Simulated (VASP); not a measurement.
A run of VASP 6.6.1 is set up as follows.

Contents of INCAR:

```
SYSTEM = Mg5ZnS6
PREC = Accurate
ENCUT = 520
EDIFF = 1E-6
ISMEAR = 0
SIGMA = 0.02
LREAL = .False.
LASPH = .True.
NELM = 100
ALGO = Normal
ISIF = 2
LWAVE = .False.
LCHARG = .False.
GGA = PE
NBANDS = 41
```

KPOINTS

```
regular mesh
0
Gamma
  6 6 4
  0 0 0
```

Contents of POSCAR:

```
Mg5ZnS6
1.0
    6.9595102876      0.0000000000      0.0000000000
   -3.4797551438      6.0271127069      0.0000000000
    0.0000000000      0.0000000000      6.4698924053
Mg Zn S
5 1 6
Direct
    0.0000000000      0.6698284251      0.0024083011
    0.6698284251      0.0000000000      0.0024083011
    0.3301715749      0.3301715749      0.0024083011
    0.3333333333      0.6666666667      0.5029451717
    0.6666666667      0.3333333333      0.5029451717
    0.0000000000      0.0000000000      0.5042070683
    0.0000000000      0.6768882777      0.3846750577
    0.6768882777      0.0000000000      0.3846750577
    0.3231117223      0.3231117223      0.3846750577
    0.3333333333      0.6666666667      0.8842664075
    0.0000000000      0.0000000000      0.8701196370
    0.6666666667      0.3333333333      0.8842664075
```

Potentials or basis: VASP PAW PBE potentials, release 64 (Mg, Zn, S).

The run is started by

```sh
$ cat potpaw_PBE.64/Mg/POTCAR potpaw_PBE.64/Zn/POTCAR potpaw_PBE.64/S/POTCAR > POTCAR
$ mpirun -np 1 vasp_std > vasp.out
```

What does it give for the band gap on the k mesh?

3.13 eV.

Predict the pressure.

-0.1 GPa.

Forces in eV/Å, atoms in the order of the input:
```
Mg   0.000  0.000 -0.004
Mg  -0.001  0.000 -0.004
Mg   0.000  0.000 -0.004
Mg   0.000  0.000 -0.004
Mg   0.000  0.000 -0.004
Zn   0.000  0.000 -0.007
S    0.008 -0.015 -0.003
S   -0.017  0.000 -0.003
S    0.008  0.015 -0.003
S    0.000  0.000  0.005
S    0.000  0.000  0.024
S    0.000  0.000  0.005
```

A k mesh can miss the band edges.
